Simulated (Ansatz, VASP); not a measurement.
**One calculation of Mg2Ge2N, two programs**

```
Mg Ge N
1.0
     3.15635    0.00000    0.00000
    -1.57818    2.73348    0.00000
     0.00000    0.00000    8.47359
Mg Ge N
2 2 1
Direct
  0.66667 0.33333 0.86583
  0.33333 0.66667 0.13417
  0.33333 0.66667 0.68412
  0.66667 0.33333 0.31588
  0.00000 0.00000 0.00000
```

Change from the starting cell: species swapped into the Ta2CS2 type (P-3m1, No. 164).

Alike in both runs: task single point; functional PBE; k mesh 6 × 6 × 2; occupations gaussian, width 0.1 eV; no spin polarisation.

|  | VASP | Ansatz |
| --- | --- | --- |
| version | VASP 6.6.1 | Ansatz 0.2.0 |
| potentials or method | VASP PAW PBE potentials, release 64 (Mg_sv, Ge_d, N), cutoff 750 eV | scalar-relativistic, plane waves, PAW |
| valence electrons in the cell | 53 | 53 |

|  | VASP | Ansatz | Ansatz less VASP |
| --- | --- | --- | --- |
| gap on the k mesh at the Fermi level (eV) | none | none | - |
| pressure (GPa) | 20.6 | 20.9 | +0.28 |
| traceless stress, the component that is largest in VASP (GPa) | 1.31 | 1.30 | -0.001 |
| rms of the force components (eV/Å) | 2.564 | 2.561 | -0.0032 |

Atom by atom the forces differ by 0.007 eV/Å (rms over components). A gap of «none» marks a metal or a gap that the smearing closes. With one functional, cell and mesh, what is left measures potentials, basis and numerics.

The k mesh is coarse, so the values compare programs but aren't converged.
